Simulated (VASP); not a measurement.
# SrTiO3 in VASP: notebook, part 2 of 2

VASP 6.6.1.

## 4. Electric field gradients, PBE (equal xx and yy strain of -3 %)

The input, INCAR:

```
PREC = Accurate
ENCUT = 520
EDIFF = 1E-8
ISMEAR = -1
SIGMA = 0.05
LREAL = False
LASPH = True
NELM = 120
ALGO = Normal
ISIF = 2
LWAVE = False
LCHARG = False
GGA = PE
LEFG = True
NBANDS = 28
GGA_COMPAT = False
```

The input, KPOINTS:

```
regular mesh
0
Gamma
  7 7 7
```

The input, POSCAR:

```
SrTiO3
1.0
    3.7878500000      0.0000000000      0.0000000000
    0.0000000000      3.7878500000      0.0000000000
    0.0000000000      0.0000000000      3.9050000000
Sr Ti O
1 1 3
Direct
    0.0000000000      0.0000000000      0.0000000000
    0.5000000000      0.5000000000      0.5000000000
    0.0000000000      0.5000000000      0.5000000000
    0.5000000000      0.0000000000      0.5000000000
    0.5000000000      0.5000000000      0.0000000000
```

Potentials or basis: VASP PAW PBE potentials, release 64 (Sr_sv, Ti_sv, O).

Started as:

```sh
> cat potpaw_PBE.64/Sr_sv/POTCAR potpaw_PBE.64/Ti_sv/POTCAR potpaw_PBE.64/O/POTCAR > POTCAR
> mpirun -np 1 vasp_std > vasp.out
```

OUTCAR:

```text
PREC = Accurate
   ENCUT = 520
   EDIFF = 1E-8
   ISMEAR = -1
   LREAL = False
   LASPH = True
   NELM = 120
   ISIF = 2
   GGA = PE

 ion  position               nearest neighbor table
   1  0.000  0.000  0.000-   5 2.68   5 2.68   5 2.68   5 2.68   4 2.72   3 2.72   4 2.72   3 2.72
                             4 2.72   3 2.72   4 2.72   3 2.72   2 3.31   2 3.31   2 3.31   2 3.31
   2  0.500  0.500  0.500-   3 1.89   4 1.89   4 1.89   3 1.89   5 1.95   5 1.95   1 3.31   1 3.31
                             1 3.31   1 3.31   1 3.31   1 3.31   1 3.31   1 3.31
   3  0.000  0.500  0.500-   2 1.89   2 1.89   1 2.72   1 2.72   1 2.72   1 2.72
   4  0.500  0.000  0.500-   2 1.89   2 1.89   1 2.72   1 2.72   1 2.72   1 2.72
   5  0.500  0.500  0.000-   2 1.95   2 1.95   1 2.68   1 2.68   1 2.68   1 2.68

  LATTYP: Found a simple tetragonal cell.
 ALAT       =     3.7878500000
 C/A-ratio  =     1.0309278351

  Lattice vectors:

 A1 = (   3.7878500000,   0.0000000000,   0.0000000000)
 A2 = (   0.0000000000,   3.7878500000,   0.0000000000)
 A3 = (   0.0000000000,   0.0000000000,   3.9050000000)

Analysis of symmetry for initial positions (statically):
=====================================================================
 Subroutine PRICEL returns:
 Original cell was already a primitive cell.

 Routine SETGRP: Setting up the symmetry group for a
 simple tetragonal supercell.

 Subroutine GETGRP returns: Found 16 space group operations
 (whereof 16 operations were pure point group operations)
 out of a pool of 16 trial point group operations.

The static configuration has the point symmetry D_4h.

Analysis of symmetry for dynamics (positions and initial velocities):
=====================================================================
 Subroutine PRICEL returns:
 Original cell was already a primitive cell.

 Routine SETGRP: Setting up the symmetry group for a
 simple tetragonal supercell.

 Subroutine GETGRP returns: Found 16 space group operations
 (whereof 16 operations were pure point group operations)
 out of a pool of 16 trial point group operations.

The dynamic configuration has the point symmetry D_4h.

 Subroutine INISYM returns: Found 16 space group operations
 (whereof 16 operations are pure point group operations),
 and found     1 'primitive' translations

----------------------------------------------------------------------------------------

                                     Primitive cell

  volume of cell :      56.0282

  direct lattice vectors                    reciprocal lattice vectors
     3.787850000  0.000000000  0.000000000     0.264002006  0.000000000  0.000000000
     0.000000000  3.787850000  0.000000000     0.000000000  0.264002006  0.000000000
     0.000000000  0.000000000  3.905000000     0.000000000  0.000000000  0.256081946

  length of vectors
     3.787850000  3.787850000  3.905000000     0.264002006  0.264002006  0.256081946

  position of ions in fractional coordinates (direct lattice)
     0.000000000  0.000000000  0.000000000
     0.500000000  0.500000000  0.500000000
[... 102 lines left out ...]
     AMIX     =   0.40;   BMIX     =  1.00
     AMIX_MAG =   1.60;   BMIX_MAG =  1.00
  volume/ion in A,a.u.               =      11.21        75.62
  Fermi-wavevector in a.u.,A,eV,Ry     =   1.463163  2.764977 29.127967  2.140845
  Thomas-Fermi vector in A             =   2.579290
   LORBIT       =      0    0 simple, 1 ext, 2 COOP (PROOUT), +10 PAW based schemes
   GGA     = PE    functional components
   LHFCALC =     F    Hartree Fock is set to
   AEXX    =    0.0000 exact exchange contribution
   IVDW    =     0    specifies the selected vdW correction
   LEPSILON=     F    determine dielectric tensor
   LRPA    =     F    only Hartree local field effects (RPA)
 non-spin polarized calculation
  energy-cutoff  :      520.00
  volume of cell :       56.03
 maximum number of plane-waves:      1520
   NGX = 15   NGY = 15   NGZ = 15

 number of electron      39.9999995 magnetization

 Free energy of the ion-electron system (eV)
  ---------------------------------------------------
  ext. energy  EPLUGINS =         0.00000000
  ---------------------------------------------------
  free energy    TOTEN  =       -39.79123247 eV

  energy without entropy =      -39.79123246  energy(sigma->0) =      -39.79123247

 E-fermi :   5.6665     XC(G=0): -11.5957

 val. band max:        4.6216519580   @ k =   0.4286   0.4286   0.4286
 cond. band min:       6.6270792955   @ k =   0.0000   0.0000   0.0000
 fundamental gap:      2.0054273375
 Fermi energy:         5.6665061285

 k-point     1 :       0.0000    0.0000    0.0000
  band No.  band energies     occupation
      1     -51.5274      2.00000
      2     -27.9304      2.00000
      3     -27.8308      2.00000
      4     -27.8308      2.00000
      5     -27.7958      2.00000
      6     -12.9882      2.00000
[... 733 lines left out ...]
     27      13.3521      0.00000
     28      13.6166      0.00000

 [... further k-points ...]

------------------------ aborting loop because EDIFF is reached ----------------------------------------

  FORCE on cell =-STRESS in cart. coord.  units (eV):
  Direction    XX          YY          ZZ          XY          YZ          ZX
  --------------------------------------------------------------------------------------
  -------------------------------------------------------------------------------------
  Total        7.5656450      7.5656450      4.3052776      0.0000000     -0.0000000      0.0000000
  in kB      216.3465412    216.3465412    123.1133528      0.0000000     -0.0000000      0.0000000
  external PRESSURE =     185.2688117 kB  Pullay stress =       0.0000000 kB

 VOLUME and BASIS-vectors are now :
 -----------------------------------------------------------------------------
  energy-cutoff  :      520.00
  volume of cell :       56.03
      direct lattice vectors                 reciprocal lattice vectors
     3.787850000  0.000000000  0.000000000     0.264002006  0.000000000  0.000000000
     0.000000000  3.787850000  0.000000000     0.000000000  0.264002006  0.000000000
     0.000000000  0.000000000  3.905000000     0.000000000  0.000000000  0.256081946

 POSITION                                       TOTAL-FORCE (eV/Angst)
 -----------------------------------------------------------------------------------
      0.00000      0.00000      0.00000         0.000000      0.000000      0.000000
      1.89393      1.89393      1.95250         0.000000      0.000000      0.000000
      0.00000      1.89393      1.95250         0.000000      0.000000      0.000000
      1.89393      0.00000      1.95250         0.000000      0.000000      0.000000
      1.89393      1.89393      0.00000         0.000000      0.000000      0.000000
 -----------------------------------------------------------------------------------
    total drift:                                0.000000      0.000000      0.000000

  FREE ENERGIE OF THE ION-ELECTRON SYSTEM (eV)
  ---------------------------------------------------
  free  energy   TOTEN  =       -39.7912324652 eV

  energy  without entropy=      -39.7912324650  energy(sigma->0) =      -39.79123247

 Electric field gradients (V/A^2)
---------------------------------------------------------------------
 ion       V_xx      V_yy      V_zz      V_xy      V_xz      V_yz
---------------------------------------------------------------------
   1      -2.733    -2.733     5.466     0.000    -0.000    -0.000
   2     -16.213   -16.213    32.427     0.000     0.000    -0.000
   3       0.342    -5.593     5.250    -0.000     0.000    -0.000
   4      -5.593     0.342     5.250     0.000     0.000     0.000
   5      -7.181    -7.181    14.362     0.000    -0.000    -0.000
---------------------------------------------------------------------

 Electric field gradients after diagonalization (V/A^2)
 (convention: |V_zz| > |V_xx| > |V_yy|)
----------------------------------------------------------------------
 ion       V_xx      V_yy      V_zz     asymmetry (V_yy - V_xx)/ V_zz
----------------------------------------------------------------------
   1      -2.733    -2.733     5.466       0.000
   2     -16.213   -16.213    32.427       0.000
   3       5.250     0.342    -5.593       0.878
   4       5.250     0.342    -5.593       0.878
   5      -7.181    -7.181    14.362       0.000
----------------------------------------------------------------------

           NMR quadrupolar parameters

 Cq : quadrupolar parameter    Cq=e*Q*V_zz/h
 eta: asymmetry parameters     (V_yy - V_xx)/ V_zz
 Q  : nuclear electric quadrupole moment in mb (millibarn)
----------------------------------------------------------------------
 ion       Cq(MHz)       eta       Q (mb)
----------------------------------------------------------------------
   1       0.013       0.000       1.000
   2       0.078       0.000       1.000
   3      -0.014       0.878       1.000
   4      -0.014       0.878       1.000
   5       0.035       0.000       1.000
----------------------------------------------------------------------
```

stdout:

```text
POSCAR found type information on POSCAR SrTiO
 POSCAR found :  3 types and       5 ions
 scaLAPACK will be used
 LDA part: xc-table for (Slater+PW92), standard interpolation
 POSCAR, INCAR and KPOINTS ok, starting setup
 FFT: planning ... GRIDC
 FFT: planning ... GRID_SOFT
 FFT: planning ... GRID
 WAVECAR not read
 entering main loop
ion   1

ion   2

ion   3

ion   4

ion   5
```

Wall time 78 s (1 thread of AMD EPYC 7R43 (Zen 3), shared host); peak memory 0.17 GiB.

Results:

```
Free energy            : -39.7912 eV
Pressure               : 18.5 GPa
Band gap on the k mesh : 2.01 eV, indirect (least direct gap 2.25 eV)
```

Electric field gradients, principal values (V/Å²):
```
atom    least   middle  greatest (by size)
1 Sr   -2.733   -2.733               5.466
2 Ti  -16.213  -16.213              32.427
 3 O    0.342    5.250              -5.593
 4 O    0.342    5.250              -5.593
 5 O   -7.181   -7.181              14.362
```

Caveat: the cell differs from its parent crystal (equal xx and yy strain of -3 %); without QUAD_EFG the Cq values of the log hold for a quadrupole moment of 1 mb, not for the nuclei.

## 5. Summary

```tsv
cell	gap on the mesh (eV)	pressure (GPa)
a = 3.905, b = 3.905, c = 4.022 Å, 5 atoms	1.84	-0.1
a = 3.905 Å, 5 atoms	1.92	5.0
a = 3.788, b = 3.788, c = 3.905 Å, 5 atoms	2.01	18.5
```

Alike in all rows: task electric field gradients; level PBE; potentials or basis VASP PAW PBE potentials, release 64 (Sr_sv, Ti_sv, O); no spin polarisation; k mesh 7 × 7 × 7; cutoff (eV) 520; smearing fermi-dirac 0.05 eV.

Total energies depend on the potentials used, so only differences within one code and one set of settings carry meaning.
